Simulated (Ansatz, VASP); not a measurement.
# TaN in VASP and in Ansatz

Contents of INCAR:

```
PREC = Accurate
ENCUT = 520
EDIFF = 1E-8
ISMEAR = -1
SIGMA = 0.02
LREAL = F
LASPH = T
NELM = 120
ALGO = Normal
ISIF = 2
LWAVE = F
LCHARG = F
GGA = PS
LEFG = T
NBANDS = 16
GGA_COMPAT = F
```

KPOINTS

```
regular mesh
0
Gamma
  9 9 9
```

Contents of POSCAR:

```
TaN
1.0
   -0.0217900000      2.1681050000      2.1681050000
    2.1681050000     -0.0217900000      2.1681050000
    2.1681050000      2.1681050000     -0.0217900000
Ta N
1 1
Direct
    0.5000000000      0.5000000000      0.5000000000
    0.0000000000      0.0000000000      0.0000000000
```

Input for Ansatz:

```yaml
crystal:
  lattice:
    - [-0.02179, 2.168105, 2.168105]
    - [2.168105, -0.02179, 2.168105]
    - [2.168105, 2.168105, -0.02179]
  atoms:
    - { symbol: Ta, position: [0.5, 0.5, 0.5] }
    - { symbol: "N", position: [0.0, 0.0, 0.0] }
kpoints:
  mp_grid: { grid: [9, 9, 9] }
scf:
  occupations: { method: fermi_dirac, width: 0.02 }
hamiltonian:
  xc: pbesol
  pseudopotentials: { kind: paw }
output:
  forces: true
  stress: true
  eigenvalues: true
  efg: { contact_densities: true }
```

Change from the starting cell: equal xy, yz and zx shear strains of -1 %, PAW files.

Alike in both runs: task electric field gradients; functional PBEsol; k mesh 9 × 9 × 9; occupations fermi-dirac, width 0.02 eV; no spin polarisation.

|  | VASP | Ansatz |
| --- | --- | --- |
| version | VASP 6.6.1 | Ansatz 0.2.0 |
| potentials or method | VASP PAW PBE potentials, release 64 (Ta_sv_GW, N) | PAW with Ansatz's default frozen-core files, scalar-relativistic |
| plane-wave cutoff (eV) | 520 | 420 |
| valence electrons in the cell | 18 | 18 |

|  | VASP | Ansatz | Ansatz less VASP |
| --- | --- | --- | --- |
| pressure (GPa) | 4.2 | 4.4 | +0.17 |
| traceless stress, the component that is largest in VASP (GPa) | 0.58 | 0.59 | +0.018 |
| size of Vzz on the site where it differs most (V/Å²) | 1.5 | 0.2 | -1.35 |

VASP's potentials were made for PBE, not for PBEsol.

Spin-orbit coupling is off throughout.
